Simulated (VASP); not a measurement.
Input of a VASP 6.6.1 run:

INCAR

```
ALGO = Normal
EDIFF = 1E-6
ENCUT = 520
GGA = PE
ISIF = 2
ISMEAR = 0
LASPH = True
LCHARG = True
LELF = True
LREAL = False
LVHAR = True
LWAVE = False
NBANDS = 16
NELM = 100
PREC = Accurate
SIGMA = 0.1
```

File KPOINTS:

```
k-points
0
Gamma
  12 12 14
```

Contents of POSCAR:

```
Na2N
1.0
    4.3377274190      0.0000000000      0.0000000000
   -2.1688637095      3.7565821395      0.0000000000
    0.0000000000      0.0000000000      3.1608145988
Na N
2 1
Direct
    0.3333333333      0.6666666667      0.0000000000
    0.6666666667      0.3333333333      0.0000000000
    0.0000000000      0.0000000000      0.0000000000
```

Potentials or basis: VASP PAW PBE potentials, release 64 (Na_pv, N).

Launch:

```console
$ cat potpaw_PBE.64/Na_pv/POTCAR potpaw_PBE.64/N/POTCAR > POTCAR
$ mpirun -np 1 vasp_std > vasp.out
```

(1) What does it give for the pressure?

Answers

(1) 0.0 GPa.
